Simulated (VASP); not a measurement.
BaS, 8 atoms in the cell. The structure is hexagonal, space group P6_3/mmc (No. 194). The conventional cell has a = 4.477 Å, b = 4.477 Å, c = 15.199 Å, α = 90.00°, β = 90.00°, γ = 120.00°. Within 4.2 Å of Ba (site symmetry -3m) lie 6 S at 3.19 Å. Within 4.2 Å of Ba (site symmetry -6m2) lie 6 S at 3.22 Å. S (site symmetry 3m) has 6 Ba at 3.19 to 3.22 Å and 1 S at 3.84 Å within 4.2 Å. 

```yaml
Program: VASP 6.6.1
Task: single point
Functional: PBE
Potentials_or_basis: VASP PAW PBE potentials, release 64 (Ba_sv, S)
Cutoff: 520 eV
k_mesh: 9 × 9 × 3
Occupations: gaussian, width 0.02 eV
Spin: no spin polarisation
Dipole_correction: no
Further_INCAR_settings: ALGO = Normal; EDIFF = 1e-07; NBANDS = 42
```

Potentials or basis: VASP PAW PBE potentials, release 64 (Ba_sv, S).

The run is started by

```bash
$ cat potpaw_PBE.64/Ba_sv/POTCAR potpaw_PBE.64/S/POTCAR > POTCAR
$ mpirun -np 1 vasp_std > vasp.out
```

Hardware: 1 thread of Intel(R) Xeon(R) Platinum 8259CL CPU @ 2.50GHz (Skylake/Cascade Lake), on a shared host.

Task: How long does it take, and how much memory?

Result: Wall time 6.4 min on 1 thread of Intel(R) Xeon(R) Platinum 8259CL CPU @ 2.50GHz (Skylake/Cascade Lake) (shared host), peak memory 0.51 GiB. Counts: scf iterations 17, k points 24.
